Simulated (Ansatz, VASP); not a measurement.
Two plane-wave programs on ZnO

The input POSCAR:

```
ZnO
1.0
    3.2352006011      0.0000000000      0.0000000000
   -1.6176003005      2.8017659069      0.0000000000
    0.0000000000      0.0000000000     10.4228320776
Zn O
4 4
Direct
    0.3333333333      0.6666666667      0.0006180371
    0.3333333333      0.6666666667      0.5006180371
    0.6666666667      0.3333333333      0.2506180371
    0.6666666667      0.3333333333      0.7506180371
    0.3333333333      0.6666666667      0.1904319629
    0.3333333333      0.6666666667      0.6904319629
    0.6666666667      0.3333333333      0.4404319629
    0.6666666667      0.3333333333      0.9404319629
```

Contents of INCAR.step1:

```
PREC = Accurate
ENCUT = 520
ISMEAR = 0
SIGMA = 0.05
LREAL = F
LASPH = T
NELM = 100
NBANDS = 46
GGA = PE
ALGO = Normal
EDIFF = 1E-4
LWAVE = T
LCHARG = F
```

Contents of INCAR.step2:

```
PREC = Accurate
ENCUT = 520
EDIFF = 1E-7
ISMEAR = 0
SIGMA = 0.05
LREAL = F
LASPH = T
NELM = 100
ALGO = Normal
ISIF = 2
LWAVE = F
LCHARG = T
METAGGA = R2SCAN
LMIXTAU = T
LELF = T
LVHAR = T
NBANDS = 46
ISTART = 1
```

File KPOINTS:

```
Automatic mesh
0
Gamma
  12 12 4
```

Input for Ansatz:

```yaml
crystal:
  lattice:
    - [3.2352006011, 0.0, 0.0]
    - [-1.6176003005, 2.8017659069, 0.0]
    - [0.0, 0.0, 10.4228320776]
  atoms:
    - { symbol: Zn, position: [0.3333333333, 0.6666666667, 0.0006180371] }
    - { symbol: Zn, position: [0.3333333333, 0.6666666667, 0.5006180371] }
    - { symbol: Zn, position: [0.6666666667, 0.3333333333, 0.2506180371] }
    - { symbol: Zn, position: [0.6666666667, 0.3333333333, 0.7506180371] }
    - { symbol: O, position: [0.3333333333, 0.6666666667, 0.1904319629] }
    - { symbol: O, position: [0.3333333333, 0.6666666667, 0.6904319629] }
    - { symbol: O, position: [0.6666666667, 0.3333333333, 0.4404319629] }
    - { symbol: O, position: [0.6666666667, 0.3333333333, 0.9404319629] }
basis:
  ecutwfc: 500
kpoints:
  mp_grid: { grid: [12, 12, 4] }
hamiltonian:
  xc: r2scan
scf:
  occupations: { method: gaussian, width: 0.05 }
output:
  forces: true
  stress: true
  eigenvalues: true
  write_density: true
  write_potential: true
  elf: true
  volumetric_format: npy
```

Alike in both runs: task single point; functional r2SCAN; k mesh 12 × 12 × 4; occupations gaussian, width 0.05 eV; no spin polarisation.

|  | VASP | Ansatz |
| --- | --- | --- |
| version | VASP 6.6.1 | Ansatz 0.2.0 |
| potentials or method | VASP PAW PBE potentials, release 64 (Zn, O), cutoff 520 eV | scalar-relativistic, plane waves, PAW |
| valence electrons in the cell | 72 | 72 |

VASP gave:

```
gap on the k mesh at the Fermi level (eV) : 1.23
least direct gap on the mesh (eV)         : 1.23
pressure (GPa)                            : 1.0
rms of the force components (eV/Å)        : 0.007
```

**Question.** Estimate Ansatz's values.

**Answer.** gap on the k mesh at the Fermi level (eV): 1.24; least direct gap on the mesh (eV): 1.24; pressure (GPa): 0.0; rms of the force components (eV/Å): 0.000.

VASP's potentials were made for PBE, not for r2SCAN. Atom by atom the forces differ by 0.007 eV/Å (rms over components).
